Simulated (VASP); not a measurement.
Input of a VASP 6.6.1 run:

Contents of INCAR:

```
SYSTEM = V
ALGO = Normal
EDIFF = 1E-6
ENCUT = 500
GGA = PE
GGA_COMPAT = .False.
ISIF = 2
ISMEAR = -1
ISPIN = 2
LASPH = .True.
LCHARG = .False.
LMAXMIX = 4
LORBIT = 11
LREAL = .False.
LWAVE = .False.
MAGMOM = 0
NBANDS = 16
NELM = 200
PREC = Accurate
SIGMA = 0.1
```

The input KPOINTS:

```
k-points
0
Gamma
  8 8 8
  0 0 0
```

Contents of POSCAR:

```
V
1.0
    0.0000000000      1.8380780000      1.8380780000
    1.8380780000      0.0000000000      1.8380780000
    1.8380780000      1.8380780000      0.0000000000
V
1
Direct
    0.0000000000      0.0000000000      0.0000000000
```

Potentials or basis: VASP PAW PBE potentials, release 64 (V_sv).

The run is started by

```bash
$ cat potpaw_PBE.64/V_sv/POTCAR > POTCAR
$ mpirun -np 1 vasp_std > vasp.out
```

Q: Predict the pressure.

A: 25.1 GPa.

Q: What does it give for the net moment?

A: 0.00 μB per cell.

Caveat: the k points lie up to 0.37 Å⁻¹ apart.
